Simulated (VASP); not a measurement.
# Re (P6_3/mmc) in VASP: further runs

Re is run at these levels: PBE; tasks: single point.

All numbers are computed with VASP 6.6.1; they aren't measurements. Logs are shortened: lines on timing, memory, paths and dates and some standing lists are left out, and cuts for length are marked.

### Step 1. The cell of the first run

Symmetry: P6_3/mmc, No. 194, hexagonal system. Conventional cell: a = 2.612 Å, b = 2.612 Å, c = 4.176 Å, α = 90.00°, β = 90.00°, γ = 120.00°. Re (site symmetry -6m2) has 12 Re at 2.58 to 2.61 Å within 3.4 Å.

### Step 2. Single point, PBE (volume scaled by 1.01)

Contents of INCAR:

```
SYSTEM = Re
PREC = Accurate
ENCUT = 520
EDIFF = 1E-7
ISMEAR = -1
SIGMA = 0.05
LREAL = .False.
LASPH = .True.
NELM = 100
ALGO = Normal
ISIF = 2
LWAVE = .False.
LCHARG = .True.
GGA = PE
LELF = .True.
LVHAR = .True.
NBANDS = 14
```

Contents of KPOINTS:

```
Automatic mesh
0
Gamma
  14 14 8
  0 0 0
```

Contents of POSCAR:

```
Re
1.0
    2.6115486478      0.0000000000      0.0000000000
   -1.3057743239      2.2616674722      0.0000000000
    0.0000000000      0.0000000000      4.1758273441
Re
2
Direct
    0.3333333333      0.6666666667      0.2500000000
    0.6666666667      0.3333333333      0.7500000000
```

Potentials or basis: VASP PAW PBE potentials, release 64 (Re).

Run with:

```bash
cat potpaw_PBE.64/Re/POTCAR > POTCAR
mpirun -np 1 vasp_std > vasp.out
```

OUTCAR:

```text
SYSTEM = Re
   PREC = Accurate
   ENCUT = 520
   EDIFF = 1E-7
   ISMEAR = -1
   LREAL = .False.
   LASPH = .True.
   NELM = 100
   ISIF = 2
   GGA = PE

 ion  position               nearest neighbor table
   1  0.333  0.667  0.250-   2 2.58   2 2.58   2 2.58   2 2.58   2 2.58   2 2.58
   2  0.667  0.333  0.750-   1 2.58   1 2.58   1 2.58   1 2.58   1 2.58   1 2.58

  LATTYP: Found a hexagonal cell.
 ALAT       =     2.6115486478
 C/A-ratio  =     1.5989850879

  Lattice vectors:

 A1 = (   2.6115486478,   0.0000000000,   0.0000000000)
 A2 = (  -1.3057743239,   2.2616674722,   0.0000000000)
 A3 = (   0.0000000000,   0.0000000000,   4.1758273441)

Analysis of symmetry for initial positions (statically):
=====================================================================
 Subroutine PRICEL returns:
 Original cell was already a primitive cell.

 Routine SETGRP: Setting up the symmetry group for a
 hexagonal supercell.

 Subroutine GETGRP returns: Found 24 space group operations
 (whereof 12 operations were pure point group operations)
 out of a pool of 24 trial point group operations.

The static configuration has the point symmetry D_3d.
 The point group associated with its full space group is D_6h.

Analysis of symmetry for dynamics (positions and initial velocities):
=====================================================================
 Subroutine PRICEL returns:
 Original cell was already a primitive cell.

 Routine SETGRP: Setting up the symmetry group for a
 hexagonal supercell.

 Subroutine GETGRP returns: Found 24 space group operations
 (whereof 12 operations were pure point group operations)
 out of a pool of 24 trial point group operations.

The dynamic configuration has the point symmetry D_3d.
 The point group associated with its full space group is D_6h.

 Subroutine INISYM returns: Found 24 space group operations
 (whereof 12 operations are pure point group operations),
 and found     1 'primitive' translations

----------------------------------------------------------------------------------------

                                     Primitive cell

  volume of cell :      24.6643

  direct lattice vectors                    reciprocal lattice vectors
     2.611548648  0.000000000  0.000000000     0.382914559  0.221075824  0.000000000
    -1.305774324  2.261667472  0.000000000     0.000000000  0.442151648  0.000000000
     0.000000000  0.000000000  4.175827344     0.000000000  0.000000000  0.239473503

  length of vectors
     2.611548648  2.611548648  4.175827344     0.442151648  0.442151648  0.239473503

  position of ions in fractional coordinates (direct lattice)
     0.333333333  0.666666667  0.250000000
     0.666666667  0.333333333  0.750000000

  ion indices of the primitive-cell ions
   primitive index   ion index
                 1           1
                 2           2

----------------------------------------------------------------------------------------

 KPOINTS: Automatic mesh

Automatic generation of k-mesh.
 Grid dimensions read from file:
 generate k-points for:   14   14    8

 Generating k-lattice:

  Cartesian coordinates                     Fractional coordinates (reciprocal lattice)
     0.027351040  0.015791130  0.000000000     0.071428571 -0.000000000  0.000000000
     0.000000000  0.031582261  0.000000000     0.000000000  0.071428571  0.000000000
     0.000000000  0.000000000  0.029934188     0.000000000  0.000000000  0.125000000

  Length of vectors
     0.031582261  0.031582261  0.029934188

  Shift w.r.t. Gamma in fractional coordinates (k-lattice)
     0.000000000  0.000000000  0.000000000

 Subroutine IBZKPT returns following result:
 ===========================================

 Found    120 irreducible k-points:

 Following reciprocal coordinates:
            Coordinates               Weight
  0.000000  0.000000  0.000000      1.000000
  0.071429 -0.000000  0.000000      6.000000
  0.142857  0.000000  0.000000      6.000000
  0.214286  0.000000  0.000000      6.000000
  0.285714  0.000000  0.000000      6.000000
  0.357143  0.000000  0.000000      6.000000
[... 16 lines left out ...]
  0.285714  0.285714  0.000000      6.000000
  0.357143  0.285714  0.000000      6.000000
 [... further k-points ...]
   k-points           NKPTS =    120   k-points in BZ     NKDIM =    120   number of bands    NBANDS=     14
   number of dos      NEDOS =    301   number of ions     NIONS =      2
   total plane-waves  NPLWV =  12800
   dimension x,y,z NGX =    20 NGY =   20 NGZ =   32
   dimension x,y,z NGXF=    40 NGYF=   40 NGZF=   64
   ions per type =               2
   NGX,Y,Z   is equivalent  to a cutoff of  12.73, 12.73, 12.74 a.u.
   NGXF,Y,Z  is equivalent  to a cutoff of  25.46, 25.46, 25.48 a.u.
 SYSTEM =  Re
   PREC   = accura    normal or accurate (medium, high low for compatibility)
   ISTART =      0    job   : 0-new  1-cont  2-samecut
   ICHARG =      2    charge: 1-file 2-atom 10-const
   ISPIN  =      1    spin polarized calculation?
   LNONCOLLINEAR =      F non collinear calculations
   LSORBIT =      F    spin-orbit coupling
   LASPH  =      T    aspherical Exc in radial PAW
   ENCUT  =  520.0 eV  38.22 Ry    6.18 a.u.   4.86  4.86  7.76*2*pi/ulx,y,z
   NELM   =    100;   NELMIN=  2; NELMDL= -5     # of ELM steps
   EDIFF  = 0.1E-06   stopping-criterion for ELM
   LREAL  =      F    real-space projection
   EDIFFG = 0.1E-05   stopping-criterion for IOM
   NSW    =      0    number of steps for IOM
   IBRION =     -1    ionic relax: 0-MD 1-quasi-New 2-CG
   NFREE  =      0    steps in history (QN), initial steepest desc. (CG)
   ISIF   =      2    stress and relaxation
   ISYM   =      2    0-nonsym 1-usesym 2-fastsym
   POTIM  = 0.5000    time-step for ionic-motion
   TEBEG  =    0.0;   TEEND  =   0.0 temperature during run
   PSTRESS=    0.0 pullay stress
   NELECT =      14.0000    total number of electrons
   NUPDOWN=      -1.0000    fix difference up-down
   EMIN   =  10.00;   EMAX   =-10.00  energy-range for DOS
   EFERMI =   0.00;   METHOD = LEGACY
   ISMEAR =    -1;   SIGMA  =   0.05  broadening in eV -4-tet -1-fermi 0-gaus
   EFERMI_NEDOS =   21; number of points for ismear=-14 and -15
   IALGO  =     38    algorithm
   IMIX   =      4    mixing-type and parameters
     AMIX     =   0.40;   BMIX     =  1.00
     AMIX_MAG =   1.60;   BMIX_MAG =  1.00
  volume/ion in A,a.u.               =      12.33        83.22
  Fermi-wavevector in a.u.,A,eV,Ry     =   1.355484  2.561493 24.998483  1.837337
  Thomas-Fermi vector in A             =   2.482568
   LORBIT       =      0    0 simple, 1 ext, 2 COOP (PROOUT), +10 PAW based schemes
   GGA     = PE    functional components
   LHFCALC =     F    Hartree Fock is set to
   AEXX    =    0.0000 exact exchange contribution
   IVDW    =     0    specifies the selected vdW correction
   LEPSILON=     F    determine dielectric tensor
   LRPA    =     F    only Hartree local field effects (RPA)
 non-spin polarized calculation
  energy-cutoff  :      520.00
  volume of cell :       24.66
 maximum number of plane-waves:       685
 NGX is ok and might be reduce to    20
   NGX =  9   NGY =  9   NGZ = 15

 number of electron      14.0000001 magnetization

 Free energy of the ion-electron system (eV)
  ---------------------------------------------------
  ext. energy  EPLUGINS =         0.00000000
  ---------------------------------------------------
  free energy    TOTEN  =       -23.36390197 eV

  energy without entropy =      -23.35339898  energy(sigma->0) =      -23.35865047

 E-fermi :  10.2211     XC(G=0): -14.7223

 val. band max:       10.2162138788   @ k =   0.1429   0.0000   0.0000
 cond. band min:      10.2261327464   @ k =   0.4286   0.1429   0.2500
 fundamental gap:      0.0099188676
 Fermi energy:        10.2211028354

 k-point     1 :       0.0000    0.0000    0.0000
  band No.  band energies     occupation
      1      -0.8346      2.00000
      2       2.1919      2.00000
      3       8.0759      2.00000
      4       8.0759      2.00000
      5       8.2809      2.00000
      6       9.2255      2.00000
      7       9.2255      2.00000
      8      10.2896      0.40543
      9      10.2896      0.40543
     10      11.5556      0.00000
     11      14.4557      0.00000
     12      14.4557      0.00000
     13      22.8158      0.00000
     14      24.4896      0.00000

 k-point     2 :       0.0714   -0.0000    0.0000
  band No.  band energies     occupation
      1      -0.5766      2.00000
      2       2.4316      2.00000
      3       7.4979      2.00000
      4       8.3167      2.00000
      5       8.7625      2.00000
      6       9.0423      2.00000
      7       9.4554      2.00000
      8       9.8338      1.99914
      9      10.0743      1.89929
     10      10.7937      0.00002
     11      14.6228      0.00000
     12      15.6703      0.00000
     13      22.9015      0.00000
     14      25.0895      0.00000

 k-point     3 :       0.1429    0.0000    0.0000
  band No.  band energies     occupation
      1       0.1491      2.00000
      2       3.0537      2.00000
      3       6.7691      2.00000
      4       8.3468      2.00000
      5       8.5279      2.00000
      6       9.0259      2.00000
      7       9.4860      2.00000
      8       9.5555      2.00000
      9      10.1292      1.72534
     10      10.2162      1.04885
     11      14.9998      0.00000
     12      17.7671      0.00000
     13      22.9302      0.00000
     14      26.7051      0.00000
[... 324 lines left out ...]
 k-point    23 :       0.2857    0.2857    0.0000
  band No.  band energies     occupation
      1       3.5355      2.00000
      2       4.9228      2.00000
      3       5.4093      2.00000
      4       6.0639      2.00000
      5       7.2675      2.00000
      6       8.1992      2.00000
      7       9.9198      1.99518
      8      13.2540      0.00000
      9      14.9738      0.00000
     10      14.9759      0.00000
     11      18.3952      0.00000
     12      19.1023      0.00000
     13      20.7554      0.00000
     14      25.6214      0.00000

 k-point    24 :       0.3571    0.2857    0.0000
  band No.  band energies     occupation
      1       3.4265      2.00000
      2       5.2514      2.00000
      3       5.2710      2.00000
      4       6.3403      2.00000
      5       7.4460      2.00000
      6       7.8680      2.00000
      7      10.2058      1.15213
      8      13.8933      0.00000
      9      14.5434      0.00000
     10      14.9052      0.00000
     11      18.2955      0.00000
     12      18.4462      0.00000
     13      20.4257      0.00000
     14      27.2366      0.00000

 [... further k-points ...]

------------------------ aborting loop because EDIFF is reached ----------------------------------------

  FORCE on cell =-STRESS in cart. coord.  units (eV):
  Direction    XX          YY          ZZ          XY          YZ          ZX
  --------------------------------------------------------------------------------------
  -------------------------------------------------------------------------------------
  Total       16.3185150     16.3185150     17.5638943     -0.0000000      0.0000000      0.0000000
  in kB     1060.0389191   1060.0389191   1140.9378592     -0.0000000      0.0000000      0.0000000
  external PRESSURE =    1087.0052325 kB  Pullay stress =       0.0000000 kB

 VOLUME and BASIS-vectors are now :
 -----------------------------------------------------------------------------
  energy-cutoff  :      520.00
  volume of cell :       24.66
      direct lattice vectors                 reciprocal lattice vectors
     2.611548648  0.000000000  0.000000000     0.382914559  0.221075824  0.000000000
    -1.305774324  2.261667472  0.000000000     0.000000000  0.442151648  0.000000000
     0.000000000  0.000000000  4.175827344     0.000000000  0.000000000  0.239473503

 POSITION                                       TOTAL-FORCE (eV/Angst)
 -----------------------------------------------------------------------------------
     -0.00000      1.50778      1.04396         0.000000      0.000000      0.000000
      1.30577      0.75389      3.13187        -0.000000      0.000000      0.000000
 -----------------------------------------------------------------------------------
    total drift:                                0.000000     -0.000000     -0.000000

  FREE ENERGIE OF THE ION-ELECTRON SYSTEM (eV)
  ---------------------------------------------------
  free  energy   TOTEN  =       -23.3639019681 eV

  energy  without entropy=      -23.3533989761  energy(sigma->0) =      -23.35865047
```

Wall time 53 s (1 thread of Intel Xeon Platinum 8375C at 2.90GHz (Ice Lake), shared host); peak memory 0.16 GiB.

Results:

| Item | Value |
| --- | --- |
| Free energy | -23.3639 eV |
| Pressure | 108.7 GPa |
| Band gap on the k mesh | zero (band 7 reaches 12.14 eV, above the bottom of band 8 at 7.90 eV) |

Levels at points of the mesh, in eV from the Fermi level:
```tsv
k point	band 5	band 6	band 7	band 8	band 9	band 10
(0.00, 0.00, 0.00)	-1.94	-1.00	-1.00	0.07	0.07	1.33
(0.50, 0.00, 0.00)	-1.70	-1.51	-0.58	5.06	5.80	5.81
(0.00, 0.00, 0.50)	-2.33	-2.33	-2.33	-2.33	3.30	3.30
(0.50, 0.00, 0.50)	0.38	0.38	1.45	1.45	5.49	5.49
```

Caveat: spin-orbit coupling is left out, which moves the levels of the heavy elements.

### Step 3. Single point, PBE (volume scaled by 1.02)

Contents of INCAR:

```
SYSTEM = Re
ALGO = Normal
EDIFF = 1E-6
ENCUT = 520
GGA = PE
ISIF = 2
ISMEAR = -1
LASPH = .True.
LCHARG = .True.
LELF = .True.
LREAL = .False.
LVHAR = .True.
LWAVE = .False.
NBANDS = 14
NELM = 80
PREC = Accurate
SIGMA = 0.05
```

Contents of KPOINTS:

```
k-points
0
Gamma
  14 14 8
  0 0 0
```

Contents of POSCAR:

```
Re
1.0
    2.6201393302      0.0000000000      0.0000000000
   -1.3100696651      2.2691072214      0.0000000000
    0.0000000000      0.0000000000      4.1895637172
Re
2
Direct
    0.3333333333      0.6666666667      0.2500000000
    0.6666666667      0.3333333333      0.7500000000
```

Potentials or basis: VASP PAW PBE potentials, release 64 (Re).

Run with:

```bash
cat potpaw_PBE.64/Re/POTCAR > POTCAR
mpirun -np 1 vasp_std > vasp.out
```

Run time: 56 s. Hardware: 1 thread of Intel Xeon Platinum 8375C at 2.90GHz (Ice Lake), shared host; peak memory 0.16 GiB.

It converged, with:

| Item | Value |
| --- | --- |
| Free energy | -23.5237 eV |
| Pressure | 101.0 GPa |
| Band gap on the k mesh | zero (band 7 reaches 11.98 eV, above the bottom of band 8 at 7.79 eV) |

Stress tensor (GPa, compression positive):
```
 98.30   0.00   0.00
  0.00  98.30   0.00
  0.00   0.00 106.25
```

Levels at points of the mesh, in eV from the Fermi level:
```
           k point  band 5  band 6  band 7  band 8  band 9  band 10
(0.00, 0.00, 0.00)   -1.90   -0.97   -0.97    0.08    0.08     1.29
(0.50, 0.00, 0.00)   -1.71   -1.50   -0.57    4.99    5.72     5.73
(0.00, 0.00, 0.50)   -2.28   -2.28   -2.28   -2.28    3.26     3.26
(0.50, 0.00, 0.50)    0.38    0.38    1.42    1.42    5.42     5.42
```

Caveat: spin-orbit coupling is left out, which moves the levels of the heavy elements.

### Step 4. Single point, PBE (volume scaled by 1.04)

Contents of INCAR:

```
PREC = Accurate
ENCUT = 520
EDIFF = 1E-6
ISMEAR = -1
SIGMA = 0.05
LREAL = False
LASPH = True
NELM = 80
ALGO = Normal
ISIF = 2
LWAVE = False
LCHARG = True
GGA = PE
LELF = True
LVHAR = True
NBANDS = 14
```

Contents of KPOINTS:

```
Automatic mesh
0
Gamma
  14 14 8
```

Contents of POSCAR:

```
Re
1.0
    2.6371536987      0.0000000000      0.0000000000
   -1.3185768494      2.2838420967      0.0000000000
    0.0000000000      0.0000000000      4.2167694387
Re
2
Direct
    0.3333333333      0.6666666667      0.2500000000
    0.6666666667      0.3333333333      0.7500000000
```

Potentials or basis: VASP PAW PBE potentials, release 64 (Re).

Run with:

```bash
cat potpaw_PBE.64/Re/POTCAR > POTCAR
mpirun -np 1 vasp_std > vasp.out
```

OUTCAR:

```text
PREC = Accurate
   ENCUT = 520
   EDIFF = 1E-6
   ISMEAR = -1
   LREAL = False
   LASPH = True
   NELM = 80
   ISIF = 2
   GGA = PE

 ion  position               nearest neighbor table
   1  0.333  0.667  0.250-   2 2.60   2 2.60   2 2.60   2 2.60   2 2.60   2 2.60
   2  0.667  0.333  0.750-   1 2.60   1 2.60   1 2.60   1 2.60   1 2.60   1 2.60

  LATTYP: Found a hexagonal cell.
 ALAT       =     2.6371536987
 C/A-ratio  =     1.5989850879

  Lattice vectors:

 A1 = (   2.6371536987,   0.0000000000,   0.0000000000)
[... 588 lines left out ...]
     10      14.3128      0.00000
     11      17.6126      0.00000
     12      17.7533      0.00000
     13      19.6923      0.00000
     14      26.2947      0.00000

 [... further k-points ...]
[... 5 lines left out ...]
  --------------------------------------------------------------------------------------
  -------------------------------------------------------------------------------------
  Total       13.2992753     13.2992753     14.5205731     -0.0000000      0.0000000      0.0000000
  in kB      838.9907797    838.9907796    916.0368975     -0.0000000      0.0000000      0.0000000
  external PRESSURE =     864.6728189 kB  Pullay stress =       0.0000000 kB

 VOLUME and BASIS-vectors are now :
 -----------------------------------------------------------------------------
  energy-cutoff  :      520.00
  volume of cell :       25.40
      direct lattice vectors                 reciprocal lattice vectors
     2.637153699  0.000000000  0.000000000     0.379196708  0.218929321  0.000000000
    -1.318576849  2.283842097  0.000000000     0.000000000  0.437858642  0.000000000
     0.000000000  0.000000000  4.216769439     0.000000000  0.000000000  0.237148370

 POSITION                                       TOTAL-FORCE (eV/Angst)
 -----------------------------------------------------------------------------------
     -0.00000      1.52256      1.05419         0.000000     -0.000000      0.000000
      1.31858      0.76128      3.16258        -0.000000      0.000000      0.000000
 -----------------------------------------------------------------------------------
    total drift:                                0.000000      0.000000     -0.000000

  FREE ENERGIE OF THE ION-ELECTRON SYSTEM (eV)
  ---------------------------------------------------
  free  energy   TOTEN  =       -23.8092926351 eV

  energy  without entropy=      -23.7979637374  energy(sigma->0) =      -23.80362819
```

OSZICAR:

```text
N       E                     dE             d eps       ncg     rms          rms(c)
DAV:   1     0.233873443046E+02    0.23387E+02   -0.70226E+03  6720   0.131E+03
DAV:   2    -0.239692339007E+02   -0.47357E+02   -0.42002E+02  5470   0.305E+02
DAV:   3    -0.249707068550E+02   -0.10015E+01   -0.97902E+00  5204   0.429E+01
DAV:   4    -0.249799197625E+02   -0.92129E-02   -0.92069E-02  5092   0.273E+00
DAV:   5    -0.249800851981E+02   -0.16544E-03   -0.16542E-03  5224   0.617E-01    0.565E+01
DAV:   6    -0.241790884699E+02    0.80100E+00   -0.36236E-01  5852   0.161E+01    0.281E+01
DAV:   7    -0.238157825412E+02    0.36331E+00   -0.41389E-01  5848   0.166E+01    0.338E-01
DAV:   8    -0.238102997511E+02    0.54828E-02   -0.51440E-03  5480   0.644E-01    0.241E-01
DAV:   9    -0.238092693167E+02    0.10304E-02   -0.52743E-04  5782   0.225E-01    0.431E-02
DAV:  10    -0.238092967502E+02   -0.27434E-04   -0.63034E-05  5614   0.917E-02    0.182E-02
DAV:  11    -0.238092929691E+02    0.37811E-05   -0.28499E-07  3202   0.138E-02    0.190E-03
DAV:  12    -0.238092926351E+02    0.33408E-06   -0.16578E-07  2652   0.152E-02
   1 F= -.23809293E+02 E0= -.23803628E+02  d E =-.113289E-01
```

Wall time 51 s (1 thread of Intel Xeon Platinum 8375C at 2.90GHz (Ice Lake), shared host); peak memory 0.16 GiB.

Results:

- Free energy: -23.8093 eV
- Pressure: 86.5 GPa
- Band gap on the k mesh: zero (band 7 reaches 11.66 eV, above the bottom of band 8 at 7.59 eV)

Caveat: spin-orbit coupling is left out, which moves the levels of the heavy elements.

(Continued in part 2 of 2.)
